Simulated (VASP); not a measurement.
# BeS (hm.bB) (F-43m) in VASP: single point with PBE

Aim: the single point of BeS (hm.bB) with PBE.

Everything below comes from runs of VASP 6.6.1. Logs are shortened: lines on timing, memory, paths and dates and some standing lists are left out, and cuts for length are marked.

## Step 1: The cell of the first run

It takes space group F-43m (No. 216, cubic). Conventional cell: a = 4.876 Å, b = 4.876 Å, c = 4.876 Å, α = 90.00°, β = 90.00°, γ = 90.00°. Within 2.8 Å of Be (site symmetry -43m) lie 4 S at 2.11 Å. S (site symmetry -43m) has 4 Be at 2.11 Å within 2.8 Å.

## Step 2: Single point, PBE

Input file INCAR:

```
SYSTEM = BeS
PREC     = Accurate       ! precision mode
ENCUT    = 600            ! plane-wave cutoff, eV
EDIFF    = 1E-6           ! SCF threshold, eV
ISMEAR   = 0              ! smearing method
SIGMA    = 0.02           ! smearing width, eV
LREAL    = .False.        ! projectors in reciprocal space
LASPH    = .True.         ! aspherical terms in the spheres
NELM     = 120            ! most SCF steps
ALGO     = Normal         ! electronic algorithm
ISIF     = 2              ! what is computed and relaxed
LWAVE    = .False.        ! write WAVECAR
LCHARG   = .False.        ! write CHGCAR
GGA      = PE             ! functional
NBANDS   = 11             ! bands
GGA_COMPAT= .False.
```

Input file KPOINTS:

```
Automatic mesh
0
Gamma
  8 8 8
  0 0 0
```

Input file POSCAR:

```
BeS
1.0
    0.0000000000      2.4378857539      2.4378857539
    2.4378857539      0.0000000000      2.4378857539
    2.4378857539      2.4378857539      0.0000000000
Be S
1 1
Direct
    0.0000000000      0.0000000000      0.0000000000
    0.2500000000      0.2500000000      0.2500000000
```

Potentials or basis: VASP PAW PBE potentials, release 64 (Be, S).

The run is started by

```console
$ cat potpaw_PBE.64/Be/POTCAR potpaw_PBE.64/S/POTCAR > POTCAR
$ mpirun -np 1 vasp_std > vasp.out
```

OUTCAR:

```text
SYSTEM = BeS
   PREC = Accurate
   ENCUT = 600
   EDIFF = 1E-6
   ISMEAR = 0
   LREAL = .False.
   LASPH = .True.
   NELM = 120
   ISIF = 2
   GGA = PE

 ion  position               nearest neighbor table
   1  0.000  0.000  0.000-   2 2.11   2 2.11   2 2.11   2 2.11
   2  0.250  0.250  0.250-   1 2.11   1 2.11   1 2.11   1 2.11

  LATTYP: Found a face centered cubic cell.
 ALAT       =     4.8757715078

  Lattice vectors:

 A1 = (   0.0000000000,   2.4378857539,   2.4378857539)
 A2 = (   2.4378857539,   0.0000000000,   2.4378857539)
 A3 = (   2.4378857539,   2.4378857539,   0.0000000000)

Analysis of symmetry for initial positions (statically):
=====================================================================
 Subroutine PRICEL returns:
 Original cell was already a primitive cell.

 Routine SETGRP: Setting up the symmetry group for a
 face centered cubic supercell.

 Subroutine GETGRP returns: Found 24 space group operations
 (whereof 24 operations were pure point group operations)
 out of a pool of 48 trial point group operations.

The static configuration has the point symmetry T_d .

Analysis of symmetry for dynamics (positions and initial velocities):
=====================================================================
 Subroutine PRICEL returns:
 Original cell was already a primitive cell.

 Routine SETGRP: Setting up the symmetry group for a
 face centered cubic supercell.

 Subroutine GETGRP returns: Found 24 space group operations
 (whereof 24 operations were pure point group operations)
 out of a pool of 48 trial point group operations.

The dynamic configuration has the point symmetry T_d .

 Subroutine INISYM returns: Found 24 space group operations
 (whereof 24 operations are pure point group operations),
 and found     1 'primitive' translations

----------------------------------------------------------------------------------------

                                     Primitive cell

  volume of cell :      28.9781

  direct lattice vectors                    reciprocal lattice vectors
     0.000000000  2.437885754  2.437885754    -0.205095747  0.205095747  0.205095747
     2.437885754  0.000000000  2.437885754     0.205095747 -0.205095747  0.205095747
     2.437885754  2.437885754  0.000000000     0.205095747  0.205095747 -0.205095747

  length of vectors
     3.447691097  3.447691097  3.447691097     0.355236254  0.355236254  0.355236254

  position of ions in fractional coordinates (direct lattice)
     0.000000000  0.000000000  0.000000000
     0.250000000  0.250000000  0.250000000

  ion indices of the primitive-cell ions
[... 79 lines left out ...]
   IBRION =     -1    ionic relax: 0-MD 1-quasi-New 2-CG
   NFREE  =      0    steps in history (QN), initial steepest desc. (CG)
   ISIF   =      2    stress and relaxation
   ISYM   =      2    0-nonsym 1-usesym 2-fastsym
   POTIM  = 0.5000    time-step for ionic-motion
   TEBEG  =    0.0;   TEEND  =   0.0 temperature during run
   PSTRESS=    0.0 pullay stress
   NELECT =       8.0000    total number of electrons
   NUPDOWN=      -1.0000    fix difference up-down
   EMIN   =  10.00;   EMAX   =-10.00  energy-range for DOS
   EFERMI =   0.00;   METHOD = LEGACY
   ISMEAR =     0;   SIGMA  =   0.02  broadening in eV -4-tet -1-fermi 0-gaus
   EFERMI_NEDOS =   21; number of points for ismear=-14 and -15
   IALGO  =     38    algorithm
   IMIX   =      4    mixing-type and parameters
     AMIX     =   0.40;   BMIX     =  1.00
     AMIX_MAG =   1.60;   BMIX_MAG =  1.00
  volume/ion in A,a.u.               =      14.49        97.78
  Fermi-wavevector in a.u.,A,eV,Ry     =   1.065978  2.014406 15.460417  1.136309
  Thomas-Fermi vector in A             =   2.201547
   LORBIT       =      0    0 simple, 1 ext, 2 COOP (PROOUT), +10 PAW based schemes
   GGA     = PE    functional components
   LHFCALC =     F    Hartree Fock is set to
   AEXX    =    0.0000 exact exchange contribution
   IVDW    =     0    specifies the selected vdW correction
   LEPSILON=     F    determine dielectric tensor
   LRPA    =     F    only Hartree local field effects (RPA)
 non-spin polarized calculation
 Gauss-broadening in eV      SIGMA  =   0.02
  energy-cutoff  :      600.00
  volume of cell :       28.98
 maximum number of plane-waves:       982
   NGX = 13   NGY = 13   NGZ = 13

 number of electron       7.9999999 magnetization

 Free energy of the ion-electron system (eV)
  ---------------------------------------------------
  ext. energy  EPLUGINS =         0.00000000
  ---------------------------------------------------
  free energy    TOTEN  =       -10.01354618 eV

  energy without entropy =      -10.01354618  energy(sigma->0) =      -10.01354618

 E-fermi :   4.1832     XC(G=0):  -9.6650

 val. band max:        4.0114163065   @ k =   0.0000   0.0000   0.0000
 cond. band min:       7.1574495563   @ k =   0.5000   0.5000   0.0000
 fundamental gap:      3.1460332498
 Fermi energy:         4.1831982848

 k-point     1 :       0.0000    0.0000    0.0000
  band No.  band energies     occupation
      1      -9.5751      2.00000
      2       4.0114      2.00000
      3       4.0114      2.00000
      4       4.0114      2.00000
      5       9.6872      0.00000
      6       9.6872      0.00000
      7       9.6872      0.00000
      8       9.7636      0.00000
      9      16.7938      0.00000
     10      16.7938      0.00000
     11      18.7610      0.00000
[... 309 lines left out ...]
 k-point    24 :      -0.3750    0.2500    0.1250
  band No.  band energies     occupation
      1      -7.7403      2.00000
      2      -1.1485      2.00000
      3       1.2861      2.00000
      4       2.2146      2.00000
      5      10.1182      0.00000
      6      10.5622      0.00000
      7      13.0759      0.00000
      8      14.4567      0.00000
      9      15.4029      0.00000
     10      19.2416      0.00000
     11      19.8658      0.00000

 [... further k-points ...]
[... 5 lines left out ...]
  --------------------------------------------------------------------------------------
  -------------------------------------------------------------------------------------
  Total        0.0116933      0.0116933      0.0116933      0.0000000      0.0000000      0.0000000
  in kB        0.6465129      0.6465129      0.6465129      0.0000000      0.0000000      0.0000000
  external PRESSURE =       0.6465129 kB  Pullay stress =       0.0000000 kB

 VOLUME and BASIS-vectors are now :
 -----------------------------------------------------------------------------
  energy-cutoff  :      600.00
  volume of cell :       28.98
      direct lattice vectors                 reciprocal lattice vectors
     0.000000000  2.437885754  2.437885754    -0.205095747  0.205095747  0.205095747
     2.437885754  0.000000000  2.437885754     0.205095747 -0.205095747  0.205095747
     2.437885754  2.437885754  0.000000000     0.205095747  0.205095747 -0.205095747

 POSITION                                       TOTAL-FORCE (eV/Angst)
 -----------------------------------------------------------------------------------
      0.00000      0.00000      0.00000         0.000000      0.000000      0.000000
      1.21894      1.21894      1.21894        -0.000000     -0.000000     -0.000000
 -----------------------------------------------------------------------------------
    total drift:                               -0.000000     -0.000000     -0.000000

  FREE ENERGIE OF THE ION-ELECTRON SYSTEM (eV)
  ---------------------------------------------------
  free  energy   TOTEN  =       -10.0135461845 eV

  energy  without entropy=      -10.0135461845  energy(sigma->0) =      -10.01354618
```

OSZICAR:

```text
N       E                     dE             d eps       ncg     rms          rms(c)
DAV:   1     0.228545744727E+02    0.22855E+02   -0.41809E+03   638   0.701E+02
DAV:   2    -0.886873607764E+01   -0.31723E+02   -0.30537E+02   875   0.123E+02
DAV:   3    -0.101716923859E+02   -0.13030E+01   -0.13005E+01   824   0.250E+01
DAV:   4    -0.101803034138E+02   -0.86110E-02   -0.86097E-02   828   0.230E+00
DAV:   5    -0.101803744519E+02   -0.71038E-04   -0.71037E-04   820   0.199E-01    0.553E+00
DAV:   6    -0.100502630705E+02    0.13011E+00   -0.11891E-01   734   0.163E+00    0.377E+00
DAV:   7    -0.100121515983E+02    0.38111E-01   -0.11236E-01   806   0.176E+00    0.101E+00
DAV:   8    -0.100134004603E+02   -0.12489E-02   -0.65536E-03   827   0.415E-01    0.140E-01
DAV:   9    -0.100134946913E+02   -0.94231E-04   -0.50823E-04   794   0.144E-01    0.280E-02
DAV:  10    -0.100135410219E+02   -0.46331E-04   -0.78137E-05   769   0.503E-02    0.105E-02
DAV:  11    -0.100135459013E+02   -0.48794E-05   -0.17057E-05   802   0.214E-02    0.892E-03
DAV:  12    -0.100135461845E+02   -0.28318E-06   -0.42667E-07   579   0.469E-03
   1 F= -.10013546E+02 E0= -.10013546E+02  d E =-.604251E-36
```

stdout:

```text
POSCAR found type information on POSCAR BeS
 POSCAR found :  2 types and       2 ions
 scaLAPACK will be used
 LDA part: xc-table for (Slater+PW92), standard interpolation
 POSCAR, INCAR and KPOINTS ok, starting setup
 FFT: planning ... GRIDC
 FFT: planning ... GRID_SOFT
 FFT: planning ... GRID
 WAVECAR not read
 entering main loop
```

Wall time 11 s (1 thread of Intel Xeon Platinum 8488C (Sapphire Rapids), shared host); peak memory 0.15 GiB.

What came out:

* Free energy: -10.0135 eV
* Pressure: 0.1 GPa
* Band gap on the k mesh: 3.15 eV, indirect (least direct gap 5.68 eV)

A k mesh can miss the band edges. As with any semilocal functional, this PBE gap is likely too small.
